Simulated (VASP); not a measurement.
Wanted: the native input for a VASP 6.6.1 run.

* Task: single point
* Functional: PBEsol
* Potentials or basis: VASP PAW PBE potentials, release 64 (Hg)
* Cutoff: 520 eV
* k mesh: 18 × 18 × 16
* Occupations: fermi-dirac, width 0.05 eV
* Spin: no spin polarisation
* Dipole correction: no
* Further INCAR settings: ALGO = Normal; EDIFF = 1e-06; NBANDS = 12

The structure of Hg lies in POSCAR:

```
Hg
1.0
    2.4686923177      0.0000000000      0.0000000000
   -1.2343461588      2.1379502612      0.0000000000
    0.0000000000      0.0000000000      2.3846400928
Hg
1
Direct
    0.0000000000      0.0000000000      0.0000000000
```

One way to write it, as run:

INCAR

```
ALGO     = Normal         # electronic algorithm
EDIFF    = 1E-6           # SCF threshold, eV
ENCUT    = 520            # plane-wave cutoff, eV
GGA      = PS             # functional
ISIF     = 2              # what is computed and relaxed
ISMEAR   = -1             # smearing method
LASPH    = T              # aspherical terms in the spheres
LCHARG   = F              # write CHGCAR
LREAL    = F              # projectors in reciprocal space
LWAVE    = F              # write WAVECAR
NBANDS   = 12             # bands
NELM     = 100            # most SCF steps
PREC     = Accurate       # precision mode
SIGMA    = 0.05           # smearing width, eV
```

KPOINTS

```
k-points
0
Gamma
  18 18 16
```

Potentials or basis: VASP PAW PBE potentials, release 64 (Hg).

Command:

```sh
$ cat potpaw_PBE.64/Hg/POTCAR > POTCAR
$ mpirun -np 1 vasp_std > vasp.out
```

It gave:

* Pressure: 243.9 GPa
* Band gap on the k mesh: zero (band 6 reaches 15.08 eV, above the bottom of band 7 at 9.58 eV)

Caveat: the PAW data sets were made with another functional, which shifts forces and pressure a little; spin-orbit coupling is left out, which moves the levels of the heavy elements.

Run time: 16 s on 1 thread of Intel(R) Xeon(R) 6975P-C (Granite Rapids) (shared host), peak memory 0.16 GiB.
